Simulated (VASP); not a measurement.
Write the native input for VASP 6.6.1 that does the following.

* Task: single point
* Functional: revPBE
* Potentials or basis: VASP PAW PBE potentials, release 64 (Sc_sv)
* Cutoff: 520 eV
* k mesh: 12 × 12 × 4
* Occupations: fermi-dirac, width 0.1 eV
* Spin: no spin polarisation
* Dipole correction: no
* Further INCAR settings: ALGO = Normal; EDIFF = 1e-06; NBANDS = 30

The structure of Sc lies in POSCAR:

```
Sc
1.0
    3.2821770793      0.0000000000      0.0000000000
   -1.6410885396      2.8424487304      0.0000000000
    0.0000000000      0.0000000000     10.4852914433
Sc
4
Direct
    0.0000000000      0.0000000000      1.0000000000
    0.0000000000      0.0000000000      0.5000000000
    0.3333333333      0.6666666667      0.2500000000
    0.6666666667      0.3333333333      0.7500000000
```

This cell differs from its parent crystal: volume scaled by 0.96.

These files were run (other wordings do the same):

INCAR

```
SYSTEM = Sc
ALGO = Normal
EDIFF = 1E-6
ENCUT = 520
GGA = RE
ISIF = 2
ISMEAR = -1
LASPH = .True.
LCHARG = .False.
LREAL = .False.
LWAVE = .False.
NBANDS = 30
NELM = 100
PREC = Accurate
SIGMA = 0.1
```

KPOINTS

```
k-points
0
Gamma
  12 12 4
  0 0 0
```

Potentials or basis: VASP PAW PBE potentials, release 64 (Sc_sv).

Command:

```bash
$ cat potpaw_PBE.64/Sc_sv/POTCAR > POTCAR
$ mpirun -np 1 vasp_std > vasp.out
```

Results of the run:

| Item | Value |
| --- | --- |
| Pressure | 2.2 GPa |
| Band gap on the k mesh | zero (band 22 reaches 4.68 eV, above the bottom of band 23 at 3.49 eV) |

Caveat: the PAW data sets were made with another functional, which shifts forces and pressure a little.

Wall time 2.3 min on 1 thread of Intel Xeon 6975P-C, on a shared host, peak memory 0.28 GiB.
